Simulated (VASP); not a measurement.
Here is a VASP 6.6.1 calculation.

File INCAR:

```
SYSTEM = HfB
PREC = Accurate ; ENCUT = 520
EDIFF = 1E-8 ; ISMEAR = -1
SIGMA = 0.05 ; LREAL = .FALSE.
LASPH = .TRUE. ; NELM = 60
ALGO = Normal ; ISIF = 2
LWAVE = .FALSE. ; LCHARG = .FALSE.
IBRION = 8 ; NSW = 1
```

Contents of KPOINTS:

```
regular mesh
0
G
  7 7 7
  0 0 0
```

POSCAR

```
HfB
1.0
    0.0000000000      2.3100000000      2.3100000000
    2.3100000000      0.0000000000      2.3100000000
    2.3100000000      2.3100000000      0.0000000000
Hf B
1 1
Direct
    0.5000000000      0.5000000000      0.5000000000
    0.0000000000      0.0000000000      0.0000000000
```

Potentials or basis: VASP PAW LDA potentials, release 64 (Hf_pv, B).

Run with:

```sh
$ cat potpaw_LDA.64/Hf_pv/POTCAR potpaw_LDA.64/B/POTCAR > POTCAR
$ mpirun -np 1 vasp_std > vasp.out
```

Task: Estimate the highest phonon frequency at Γ, LO-TO splitting left out.

Result: 518 cm⁻¹.

Phonon frequencies in cm⁻¹ (negative: imaginary):
| q point | frequencies |
| --- | --- |
| (0.000, 0.000, 0.000) | 0 0 0 518 518 518 |

Caveat: the cell wasn't relaxed at this level first, which shifts response properties.
